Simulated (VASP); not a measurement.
# As (P6_3/mmc) in VASP: further runs

As is run at these levels: RPBE; tasks: relaxation of cell and atoms, single point.

Program: VASP 6.6.1. These are calculated values, not measurements. Logs are shortened: lines on timing, memory, paths and dates and some standing lists are left out, and cuts for length are marked.

### Step 1. The cell of the first run

The structure is hexagonal, space group P6_3/mmc (No. 194). Conventional cell: a = 2.958 Å, b = 2.958 Å, c = 4.830 Å, α = 90.00°, β = 90.00°, γ = 120.00°. Within 3.9 Å of As (site symmetry -6m2) lie 12 As at 2.96 Å.

### Step 2. Relaxation of cell and atoms, RPBE

File INCAR:

```
SYSTEM = As
ALGO     = Normal         ! electronic algorithm
EDIFF    = 1E-7           ! SCF threshold, eV
EDIFFG   = -0.01          ! ionic threshold
ENCUT    = 600            ! plane-wave cutoff, eV
GGA      = RP             ! functional
IBRION   = 2              ! ionic algorithm
ISIF     = 3              ! what is computed and relaxed
ISMEAR   = -1             ! smearing method
LASPH    = .True.         ! aspherical terms in the spheres
LCHARG   = .False.        ! write CHGCAR
LREAL    = .False.        ! projectors in reciprocal space
LWAVE    = .False.        ! write WAVECAR
NELM     = 60             ! most SCF steps
NSW      = 80             ! ionic steps
PREC     = Accurate       ! precision mode
SIGMA    = 0.1            ! smearing width, eV
```

File KPOINTS:

```
k-points
0
Gamma
  12 12 7
  0 0 0
```

File POSCAR:

```
As
1.0
    2.9579811701      0.0000000000      0.0000000000
   -1.4789905850      2.5616868372      0.0000000000
    0.0000000000      0.0000000000      4.8303832507
As
2
Direct
    0.3333333333      0.6666666667      0.2500000000
    0.6666666667      0.3333333333      0.7500000000
```

Potentials or basis: VASP PAW PBE potentials, release 64 (As).

Command:

```
cat potpaw_PBE.64/As/POTCAR > POTCAR
mpirun -np 1 vasp_std > vasp.out
```

OUTCAR:

```text
SYSTEM = As
   EDIFF = 1E-7
   EDIFFG = -0.01
   ENCUT = 600
   GGA = RP
   IBRION = 2
   ISIF = 3
   ISMEAR = -1
   LASPH = .True.
   LREAL = .False.
   NELM = 60
   NSW = 80
   PREC = Accurate

 ion  position               nearest neighbor table
   1  0.333  0.667  0.250-
   2  0.667  0.333  0.750-

  LATTYP: Found a hexagonal cell.
 ALAT       =     2.9579811701
 C/A-ratio  =     1.6330000000

  Lattice vectors:

 A1 = (   2.9579811701,   0.0000000000,   0.0000000000)
 A2 = (  -1.4789905850,   2.5616868372,   0.0000000000)
 A3 = (   0.0000000000,   0.0000000000,   4.8303832507)

Analysis of symmetry for initial positions (statically):
=====================================================================
 Subroutine PRICEL returns:
 Original cell was already a primitive cell.

 Routine SETGRP: Setting up the symmetry group for a
 hexagonal supercell.

 Subroutine GETGRP returns: Found 24 space group operations
 (whereof 12 operations were pure point group operations)
 out of a pool of 24 trial point group operations.

The static configuration has the point symmetry D_3d.
 The point group associated with its full space group is D_6h.

Analysis of symmetry for dynamics (positions and initial velocities):
=====================================================================
 Subroutine PRICEL returns:
 Original cell was already a primitive cell.

 Routine SETGRP: Setting up the symmetry group for a
 hexagonal supercell.

 Subroutine GETGRP returns: Found 24 space group operations
 (whereof 12 operations were pure point group operations)
 out of a pool of 24 trial point group operations.

The dynamic configuration has the point symmetry D_3d.
 The point group associated with its full space group is D_6h.

 Subroutine INISYM returns: Found 24 space group operations
 (whereof 12 operations are pure point group operations),
 and found     1 'primitive' translations

----------------------------------------------------------------------------------------

                                     Primitive cell

  volume of cell :      36.6018

  direct lattice vectors                    reciprocal lattice vectors
     2.957981170  0.000000000  0.000000000     0.338068413  0.195183889  0.000000000
    -1.478990585  2.561686837  0.000000000     0.000000000  0.390367779  0.000000000
     0.000000000  0.000000000  4.830383251     0.000000000  0.000000000  0.207022911

  length of vectors
     2.957981170  2.957981170  4.830383251     0.390367779  0.390367779  0.207022911

  position of ions in fractional coordinates (direct lattice)
     0.333333333  0.666666667  0.250000000
     0.666666667  0.333333333  0.750000000

  ion indices of the primitive-cell ions
   primitive index   ion index
                 1           1
                 2           2

----------------------------------------------------------------------------------------

 KPOINTS: k-points

Automatic generation of k-mesh.
 Grid dimensions read from file:
 generate k-points for:   12   12    7

 Generating k-lattice:

  Cartesian coordinates                     Fractional coordinates (reciprocal lattice)
     0.028172368  0.016265324  0.000000000     0.083333333  0.000000000  0.000000000
     0.000000000  0.032530648  0.000000000     0.000000000  0.083333333  0.000000000
     0.000000000  0.000000000  0.029574702     0.000000000  0.000000000  0.142857143

  Length of vectors
     0.032530648  0.032530648  0.029574702

  Shift w.r.t. Gamma in fractional coordinates (k-lattice)
     0.000000000  0.000000000  0.000000000

 Subroutine IBZKPT returns following result:
 ===========================================

 Found     76 irreducible k-points:

 Following reciprocal coordinates:
            Coordinates               Weight
  0.000000  0.000000  0.000000      1.000000
  0.083333  0.000000  0.000000      6.000000
  0.166667  0.000000  0.000000      6.000000
  0.250000  0.000000  0.000000      6.000000
  0.333333  0.000000  0.000000      6.000000
  0.416667  0.000000  0.000000      6.000000
[... 16 lines left out ...]
  0.250000  0.000000  0.142857     12.000000
  0.333333  0.000000  0.142857     12.000000
 [... further k-points ...]
   k-points           NKPTS =     76   k-points in BZ     NKDIM =     76   number of bands    NBANDS=      9
   number of dos      NEDOS =    301   number of ions     NIONS =      2
   total plane-waves  NPLWV =  23040
   dimension x,y,z NGX =    24 NGY =   24 NGZ =   40
   dimension x,y,z NGXF=    48 NGYF=   48 NGZF=   80
   ions per type =               2
   NGX,Y,Z   is equivalent  to a cutoff of  13.49, 13.49, 13.77 a.u.
   NGXF,Y,Z  is equivalent  to a cutoff of  26.98, 26.98, 27.53 a.u.
 SYSTEM =  As
   PREC   = accura    normal or accurate (medium, high low for compatibility)
   ISTART =      0    job   : 0-new  1-cont  2-samecut
   ICHARG =      2    charge: 1-file 2-atom 10-const
   ISPIN  =      1    spin polarized calculation?
   LNONCOLLINEAR =      F non collinear calculations
   LSORBIT =      F    spin-orbit coupling
   LASPH  =      T    aspherical Exc in radial PAW
   ENCUT  =  600.0 eV  44.10 Ry    6.64 a.u.   5.91  5.91  9.65*2*pi/ulx,y,z
   NELM   =     60;   NELMIN=  2; NELMDL= -5     # of ELM steps
   EDIFF  = 0.1E-06   stopping-criterion for ELM
   LREAL  =      F    real-space projection
   EDIFFG = -.1E-01   stopping-criterion for IOM
   NSW    =     80    number of steps for IOM
   IBRION =      2    ionic relax: 0-MD 1-quasi-New 2-CG
   NFREE  =      1    steps in history (QN), initial steepest desc. (CG)
   ISIF   =      3    stress and relaxation
   ISYM   =      2    0-nonsym 1-usesym 2-fastsym
   POTIM  = 0.5000    time-step for ionic-motion
   TEBEG  =    0.0;   TEEND  =   0.0 temperature during run
   PSTRESS=    0.0 pullay stress
   NELECT =      10.0000    total number of electrons
   NUPDOWN=      -1.0000    fix difference up-down
   EMIN   =  10.00;   EMAX   =-10.00  energy-range for DOS
   EFERMI =   0.00;   METHOD = LEGACY
   ISMEAR =    -1;   SIGMA  =   0.10  broadening in eV -4-tet -1-fermi 0-gaus
   EFERMI_NEDOS =   21; number of points for ismear=-14 and -15
   IALGO  =     38    algorithm
   IMIX   =      4    mixing-type and parameters
     AMIX     =   0.40;   BMIX     =  1.00
     AMIX_MAG =   1.60;   BMIX_MAG =  1.00
  volume/ion in A,a.u.               =      18.30       123.50
  Fermi-wavevector in a.u.,A,eV,Ry     =   1.062284  2.007425 15.353447  1.128447
  Thomas-Fermi vector in A             =   2.197729
   LORBIT       =      0    0 simple, 1 ext, 2 COOP (PROOUT), +10 PAW based schemes
   GGA     = RP    functional components
   LHFCALC =     F    Hartree Fock is set to
   AEXX    =    0.0000 exact exchange contribution
   IVDW    =     0    specifies the selected vdW correction
   LEPSILON=     F    determine dielectric tensor
   LRPA    =     F    only Hartree local field effects (RPA)
 conjugate gradient relaxation of ions
 non-spin polarized calculation
  energy-cutoff  :      600.00
  volume of cell :       36.60
 maximum number of plane-waves:      1244
 NGX is ok and might be reduce to    24
   NGX = 11   NGY = 11   NGZ = 19

--------------------------------------- Ionic step        1  -------------------------------------------

 number of electron      10.0000001 magnetization

 Free energy of the ion-electron system (eV)
  ---------------------------------------------------
  ext. energy  EPLUGINS =         0.00000000
  ---------------------------------------------------
  free energy    TOTEN  =        -7.51561232 eV

  energy without entropy =       -7.47673352  energy(sigma->0) =       -7.49617292

------------------------ aborting loop because EDIFF is reached ----------------------------------------

  FORCE on cell =-STRESS in cart. coord.  units (eV):
  Direction    XX          YY          ZZ          XY          YZ          ZX
  --------------------------------------------------------------------------------------
  -------------------------------------------------------------------------------------
  Total        1.5379821      1.5379821      1.3305945      0.0000000      0.0000000     -0.0000000
  in kB       67.3222818     67.3222818     58.2442811      0.0000000      0.0000000     -0.0000000
  external PRESSURE =      64.2962816 kB  Pullay stress =       0.0000000 kB
[... 89 lines left out ...]
  FREE ENERGIE OF THE ION-ELECTRON SYSTEM (eV)
  ---------------------------------------------------
  free  energy   TOTEN  =        -7.5675137967 eV

  energy  without entropy=       -7.5259003427  energy(sigma->0) =       -7.54670707

[... ionic steps 4 to 23 ...]

--------------------------------------- Ionic step       24  -------------------------------------------

 number of electron       9.9999999 magnetization

------------------------ aborting loop because EDIFF is reached ----------------------------------------

  FORCE on cell =-STRESS in cart. coord.  units (eV):
  Direction    XX          YY          ZZ          XY          YZ          ZX
  --------------------------------------------------------------------------------------
  -------------------------------------------------------------------------------------
  Total        0.1607916      0.1607916      0.1312628      0.0000000      0.0000000      0.0000000
  in kB        6.6116415      6.6116415      5.3974367      0.0000000      0.0000000      0.0000000
  external PRESSURE =       6.2069065 kB  Pullay stress =       0.0000000 kB
[... 57 lines left out ...]
  energy  without entropy=       -7.5411203114  energy(sigma->0) =       -7.55907808

--------------------------------------- Ionic step       26  -------------------------------------------

 number of electron      10.0000000 magnetization

 Free energy of the ion-electron system (eV)
  ---------------------------------------------------
  ext. energy  EPLUGINS =         0.00000000
  ---------------------------------------------------
  free energy    TOTEN  =        -7.57707562 eV

  energy without entropy =       -7.54135051  energy(sigma->0) =       -7.55921307

 E-fermi :   6.2812     XC(G=0): -10.6049

 val. band max:        6.2589209867   @ k =   0.3333   0.1667   0.2857
 cond. band min:       6.3238947533   @ k =   0.5000   0.0000   0.2857
 fundamental gap:      0.0649737665
 Fermi energy:         6.2812012659

 k-point     1 :       0.0000    0.0000    0.0000
  band No.  band energies     occupation
      1      -8.5886      2.00000
      2      -3.5995      2.00000
      3      -0.0808      2.00000
      4       9.3073      0.00000
      5       9.3073      0.00000
      6      11.2307      0.00000
      7      11.2307      0.00000
      8      12.7342      0.00000
      9      14.4434      0.00000
[... 265 lines left out ...]
 k-point    24 :       0.3333    0.0000    0.1429
  band No.  band energies     occupation
      1      -6.4066      2.00000
      2      -2.8329      2.00000
      3       1.5632      2.00000
      4       3.4016      2.00000
      5       5.1441      1.99998
      6       6.8362      0.00774
      7       9.1021      0.00000
      8      10.2791      0.00000
      9      12.2372      0.00000

 [... further k-points ...]
[... 5 lines left out ...]
  --------------------------------------------------------------------------------------
  -------------------------------------------------------------------------------------
  Total       -0.0009531     -0.0009531      0.0100167     -0.0000000      0.0000000     -0.0000000
  in kB       -0.0388785     -0.0388785      0.4085993     -0.0000000      0.0000000     -0.0000000
  external PRESSURE =       0.1102808 kB  Pullay stress =       0.0000000 kB
[... 17 lines left out ...]
  FREE ENERGIE OF THE ION-ELECTRON SYSTEM (eV)
  ---------------------------------------------------
  free  energy   TOTEN  =        -7.5770756223 eV

  energy  without entropy=       -7.5413505113  energy(sigma->0) =       -7.55921307

 reached required accuracy - stopping structural energy minimisation
```

It took 3.5 min on 1 thread of Intel Xeon Platinum 8488C (Sapphire Rapids), shared host; peak memory 0.19 GiB.

What came out:

* Free energy: -7.5771 eV
* Relaxed volume: 19.64 Å³/atom
* Relaxed cell: a = 3.100 Å, b = 3.100 Å, c = 4.720 Å, α = 90.00°, β = 90.00°, γ = 120.00°
* Space group after relaxing (to 0.05 Å): P6_3/mmc (No. 194)
* Energy gained by relaxing: 30.7 meV/atom
* Ionic steps: 26
* Pressure after relaxing: 0.0 GPa
* Band gap on the k mesh: zero (band 5 reaches 10.05 eV, above the bottom of band 6 at 3.20 eV)

Step by step:
```
step  energy change (eV)  largest force (eV/Å)  pressure (GPa)  volume (Å³)
   1              0.0000                0.0000            6.43        36.60
   2             -0.0424                0.0000           -2.28        40.63
   3             -0.0519                0.0000            0.00        39.34
   4             -0.0519                0.0000           -0.10        39.40
   5             -0.0519                0.0000            0.02        39.33
   6             -0.0519                0.0000            0.08        39.29
   7             -0.0520                0.0000            0.10        39.28
   8             -0.0521                0.0000            0.14        39.25
   9             -0.0526                0.0000            0.24        39.18
  10             -0.0541                0.0000            0.47        39.05
  11             -0.0576                0.0000            1.00        38.77
  12             -0.0507                0.0000            2.52        38.17
  13             -0.0582                0.0000            1.28        38.64
  14             -0.0582                0.0000            1.33        38.62
  15             -0.0582                0.0000            1.33        38.61
  16             -0.0583                0.0000            1.34        38.61
  17             -0.0583                0.0000            1.36        38.60
  18             -0.0583                0.0000            1.40        38.59
  19             -0.0583                0.0000            1.39        38.59
  20             -0.0584                0.0000            1.37        38.60
  21             -0.0587                0.0000            1.32        38.63
  22             -0.0591                0.0000            1.21        38.67
  23             -0.0598                0.0000            1.01        38.77
  24             -0.0608                0.0000            0.62        38.96
  25             -0.0614                0.0000           -0.13        39.35
  26             -0.0615                0.0000            0.01        39.28
```

Final structure:
```
CELL_PARAMETERS angstrom
3.09982 0.00000 0.00000
-1.54991 2.68453 0.00000
0.00000 0.00000 4.71990
ATOMIC_POSITIONS crystal
As 0.33333 0.66667 0.25000
As 0.66667 0.33333 0.75000
```

Levels at points of the mesh, in eV from the Fermi level:
```
           k point  band 3  band 4  band 5  band 6  band 7  band 8
(0.00, 0.00, 0.00)   -6.36    3.03    3.03    4.95    4.95    6.45
(0.50, 0.00, 0.00)   -4.59   -2.79   -2.56   -0.11   -0.08    3.99
```

Caveat: the PAW data sets were made with another functional, which shifts forces and pressure a little.

### Step 3. Single point, RPBE

This run uses another cell than the first one, of 19.64 Å³/atom, 1.073 times its volume.

File INCAR:

```
SYSTEM = As
  ALGO = Normal
  EDIFF = 1E-6
  ENCUT = 520
  GGA = RP
  ISIF = 2
  ISMEAR = -1
  LASPH = .True.
  LCHARG = .False.
  LREAL = .False.
  LWAVE = .False.
  NBANDS = 12
  NELM = 60
  PREC = Accurate
  SIGMA = 0.1
```

File KPOINTS:

```
k-points
0
Gamma
  19 19 11
  0 0 0
```

File POSCAR:

```
As
1.0
    3.0993390326      0.0000000000      0.0000000000
   -1.5496695163      2.6841063372      0.0000000000
    0.0000000000      0.0000000000      4.7222729413
As
2
Direct
    0.3333333333      0.6666666667      0.2500000000
    0.6666666667      0.3333333333      0.7500000000
```

Potentials or basis: VASP PAW PBE potentials, release 64 (As).

Command:

```
cat potpaw_PBE.64/As/POTCAR > POTCAR
mpirun -np 1 vasp_std > vasp.out
```

Wall time 38 s (1 thread of Intel Xeon Platinum 8488C (Sapphire Rapids), shared host); peak memory 0.22 GiB.

Results (log left out):

* Free energy: -7.5640 eV
* Pressure: 0.2 GPa
* Band gap on the k mesh: zero (band 5 reaches 10.14 eV, above the bottom of band 6 at 3.13 eV)

Stress tensor (GPa, compression positive):
```
0.05 0.00 0.00
0.00 0.05 0.00
0.00 0.00 0.41
```

Levels at points of the mesh, in eV from the Fermi level:
```
           k point  band 2  band 3  band 4  band 5  band 6  band 7  band 8  band 9
(0.00, 0.00, 0.00)   -9.87   -6.34    3.05    3.05    4.98    4.98    6.47    8.19
```

Caveat: the PAW data sets were made with another functional, which shifts forces and pressure a little.
